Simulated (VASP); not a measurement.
SnO2, 6 atoms in the cell. The structure is orthorhombic, space group Pnnm (No. 58). The conventional cell has a = 4.356 Å, b = 4.914 Å, c = 3.320 Å, α = 90.00°, β = 90.00°, γ = 90.00°. Sn (site symmetry 2/m) has 6 O at 2.02 to 2.09 Å within 2.7 Å. O (site symmetry m) has 3 Sn at 2.02 to 2.09 Å and 1 O at 2.53 Å within 2.7 Å. 

```yaml
Program: VASP 6.6.1
Task: single point
Functional: LDA
Potentials_or_basis: VASP PAW LDA potentials, release 64 (Sn_d, O)
Cutoff: 520 eV
k_mesh: 6 × 6 × 10
Occupations: gaussian, width 0.05 eV
Spin: no spin polarisation
Dipole_correction: no
Further_INCAR_settings: ALGO = Normal; EDIFF = 1e-07; NBANDS = 35
```

Potentials or basis: VASP PAW LDA potentials, release 64 (Sn_d, O).

Command:

```bash
$ cat potpaw_LDA.64/Sn_d/POTCAR potpaw_LDA.64/O/POTCAR > POTCAR
$ mpirun -np 1 vasp_std > vasp.out
```

Hardware: 1 thread of AMD EPYC 7R13 Processor (Zen 3), with other jobs on the host.

Estimate the wall time of this run.

It took 2.8 min on 1 thread of AMD EPYC 7R13 Processor (Zen 3), with other jobs on the host, peak memory 0.26 GiB. Counts: scf iterations 15, k points 96.
